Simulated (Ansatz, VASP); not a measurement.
# Two plane-wave programs on C

```
C
1.0
     0.00000    2.12799    3.32438
     1.22941    0.00000    3.32438
     1.22941    2.12799    0.00000
C
2
Direct
  0.17845 0.82155 0.17845
  0.82155 0.17845 0.82155
```

Alike in both runs: task single point; functional PBEsol; dispersion D3(BJ); k mesh 16 × 16 × 16; occupations gaussian, width 0.03 eV; no spin polarisation.

|  | VASP | Ansatz |
| --- | --- | --- |
| version | VASP 6.6.1 | Ansatz 0.2.0 |
| potentials or method | VASP PAW PBE potentials, release 64 (C), cutoff 520 eV | scalar-relativistic, plane waves, PAW |
| valence electrons in the cell | 8 | 8 |

Ansatz gave:

- gap on the k mesh at the Fermi level (eV): 0.15
- least direct gap on the mesh (eV): 0.15
- pressure (GPa): 4.1
- traceless stress, the component that is largest in VASP (GPa): 12.93
- rms of the force components (eV/Å): 2.784

Which values does VASP return?

gap on the k mesh at the Fermi level (eV): 0.15; least direct gap on the mesh (eV): 0.15; pressure (GPa): 4.8; traceless stress, the component that is largest in VASP (GPa): 13.56; rms of the force components (eV/Å): 2.791.

VASP's potentials were made for PBE, not for PBEsol, and Ansatz warns of the same on its side. Atom by atom the forces differ by 0.007 eV/Å (rms over components).
